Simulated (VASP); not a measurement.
Write the native input for VASP 6.6.1 that does the following.

- Task: single point
- Functional: PBE
- Potentials or basis: VASP PAW PBE potentials, release 64 (Ba_sv, S)
- Cutoff: 520 eV
- k mesh: 9 × 9 × 4
- Occupations: gaussian, width 0.02 eV
- Spin: no spin polarisation
- Dipole correction: no
- Further INCAR settings: ALGO = Normal; EDIFF = 1e-06; NBANDS = 33

The structure of BaS lies in POSCAR:

```
BaS
1.0
    4.5460010326     -0.0000002906      0.0000000000
   -2.2730002647      3.9369525251      0.0000000000
    0.0000000000      0.0000000000     11.1353793754
Ba S
3 3
Direct
    0.0000000000      0.0000000000      0.0000000000
    0.3333333333      0.6666666667      0.3333333333
    0.6666666667      0.3333333333      0.6666666667
    0.6666666667      0.3333333333      0.1666666667
    0.0000000000      0.0000000000      0.5000000000
    0.3333333333      0.6666666667      0.8333333333
```

These files were run (other wordings do the same):

INCAR

```
  PREC = Accurate
  ENCUT = 520
  EDIFF = 1E-6
  ISMEAR = 0
  SIGMA = 0.02
  LREAL = False
  LASPH = True
  NELM = 80
  ALGO = Normal
  ISIF = 2
  LWAVE = False
  LCHARG = False
  GGA = PE
  NBANDS = 33
```

KPOINTS

```
Automatic mesh
0
Gamma
  9 9 4
```

Potentials or basis: VASP PAW PBE potentials, release 64 (Ba_sv, S).

The run is started by

```console
$ cat potpaw_PBE.64/Ba_sv/POTCAR potpaw_PBE.64/S/POTCAR > POTCAR
$ mpirun -np 1 vasp_std > vasp.out
```

It gave:

```yaml
Pressure: 0.5 GPa
Band_gap_on_the_k_mesh: 2.19 eV
```

Caveat: spin-orbit coupling is left out, which moves the levels of the heavy elements; an odd mesh through Γ misses points on the zone boundary, where band edges can lie.

Wall time 4.4 min on 1 thread of Intel(R) Xeon(R) Platinum 8259CL CPU @ 2.50GHz (Skylake/Cascade Lake), with other jobs on the host, peak memory 0.45 GiB.
